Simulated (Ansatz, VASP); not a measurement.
# Au: VASP beside Ansatz

```
Au
1.0
     2.92430    0.00000    0.00000
     0.00000    2.92430    0.00000
     0.00000    0.00000    2.92430
Au
1
Cartesian
  0.0000 0.0000 0.0000
```

Alike in both runs: task single point; functional BLYP; k mesh 13 × 13 × 13; occupations fermi-dirac, width 0.1 eV; no spin polarisation.

|  | VASP | Ansatz |
| --- | --- | --- |
| version | VASP 6.6.1 | Ansatz 0.2.0 |
| potentials or method | VASP PAW PBE potentials, release 64 (Au), cutoff 520 eV | plane waves (420 eV) with PAW, scalar-relativistic |
| valence electrons in the cell | 11 | 19 |

|  | VASP | Ansatz | Ansatz less VASP |
| --- | --- | --- | --- |
| pressure (GPa) | -6.4 | -6.6 | -0.23 |

VASP's potentials were made for PBE, not for BLYP. VASP's potentials hold 11 valence electrons a cell and Ansatz's 19, so a difference there can come from the potentials and not from the codes.

Neither program's run includes spin-orbit coupling.
